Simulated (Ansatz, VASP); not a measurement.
**RuSe: VASP beside Ansatz**

Contents of POSCAR:

```
RuSe
1.0
    0.0000000000      2.7505196974      2.7505196974
    2.7505196974      0.0000000000      2.7505196974
    2.7505196974      2.7505196974      0.0000000000
Ru Se
1 1
Direct
    0.0000000000      0.0000000000      0.0000000000
    0.2500000000      0.2500000000      0.2500000000
```

The input INCAR.step1:

```
SYSTEM = RuSe
  ALGO = Normal
  EDIFF = 1E-4
  ENCUT = 520
  GGA = PE
  ISMEAR = 0
  LASPH = .TRUE.
  LCHARG = .FALSE.
  LREAL = .FALSE.
  LWAVE = .TRUE.
  NBANDS = 17
  NELM = 100
  PREC = Accurate
  SIGMA = 0.05
```

File INCAR.step2:

```
SYSTEM = RuSe
  ALGO = Normal
  EDIFF = 1E-6
  ENCUT = 520
  ISIF = 2
  ISMEAR = 0
  ISTART = 1
  LASPH = .TRUE.
  LCHARG = .FALSE.
  LMIXTAU = .TRUE.
  LREAL = .FALSE.
  LWAVE = .FALSE.
  METAGGA = R2SCAN
  NBANDS = 17
  NELM = 100
  PREC = Accurate
  SIGMA = 0.05
```

Contents of KPOINTS:

```
k-points
0
G
  10 10 10
  0 0 0
```

Input for Ansatz:

```yaml
crystal:
  lattice:
    - [0.0, 2.7505196974, 2.7505196974]
    - [2.7505196974, 0.0, 2.7505196974]
    - [2.7505196974, 2.7505196974, 0.0]
  atoms:
    - { symbol: Ru, position: [0.0, 0.0, 0.0] }
    - { symbol: Se, position: [0.25, 0.25, 0.25] }
basis:
  ecutwfc: 500
  ecutrho_ratio: 4
kpoints:
  mp_grid: { grid: [10, 10, 10] }
hamiltonian:
  xc: r2scan
scf:
  occupations: { method: gaussian, width: 0.05 }
output:
  forces: true
  stress: true
  eigenvalues: true
```

Alike in both runs: task single point; functional r2SCAN; k mesh 10 × 10 × 10; occupations gaussian, width 0.05 eV; no spin polarisation.

```csv
,VASP,Ansatz
version,VASP 6.6.1,Ansatz 0.2.0
potentials or method,"VASP PAW PBE potentials, release 64 (Ru_pv, Se), cutoff 520 eV","scalar-relativistic, plane waves, PAW"
valence electrons in the cell,20,32
```

```tsv
	VASP	Ansatz	Ansatz less VASP
gap on the k mesh at the Fermi level (eV)	none	none	-
pressure (GPa)	-2.4	-2.4	-0.06
```

VASP's potentials were made for PBE, not for r2SCAN. A gap of «none» marks a metal or a gap that the smearing closes. With one functional, cell and mesh, what is left measures potentials, basis and numerics. VASP's potentials hold 20 valence electrons a cell and Ansatz's 32, so a difference there can come from the potentials and not from the codes.
